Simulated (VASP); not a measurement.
Input of a VASP 6.6.1 run:

Contents of POSCAR:

```
Sr
1.0
    0.0000000000      3.0624986004      3.0624986004
    3.0624986004      0.0000000000      3.0624986004
    3.0624986004      3.0624986004      0.0000000000
Sr
1
Direct
    0.0000000000      0.0000000000      0.0000000000
```

INCAR.step1

```
  PREC = Accurate
  ENCUT = 520
  ISMEAR = -1
  SIGMA = 0.05
  LREAL = False
  LASPH = True
  NELM = 60
  NBANDS = 11
  GGA = PE
  ALGO = Normal
  EDIFF = 1E-4
  LWAVE = True
  LCHARG = False
```

Contents of INCAR.step2:

```
  PREC = Accurate
  ENCUT = 520
  EDIFF = 1E-6
  ISMEAR = -1
  SIGMA = 0.05
  LREAL = False
  LASPH = True
  NELM = 60
  ALGO = Normal
  ISIF = 2
  LWAVE = False
  LCHARG = False
  METAGGA = R2SCAN
  LMIXTAU = True
  NBANDS = 11
  ISTART = 1
```

File KPOINTS:

```
Automatic mesh
0
Gamma
  8 8 8
```

Potentials or basis: VASP PAW PBE potentials, release 64 (Sr_sv).

The run is started by

```sh
$ cat potpaw_PBE.64/Sr_sv/POTCAR > POTCAR
$ cp INCAR.step1 INCAR
$ mpirun -np 1 vasp_std > vasp.out
$ cp INCAR.step2 INCAR
$ mpirun -np 1 vasp_std > vasp.out
```

Q: Estimate the pressure.

A: -0.1 GPa.

Q: Predict the band gap on the k mesh.

A: Zero (band 5 reaches 1.58 eV, above the bottom of band 6 at 1.37 eV).

Caveat: the PAW data sets were made with another functional, which shifts forces and pressure a little.
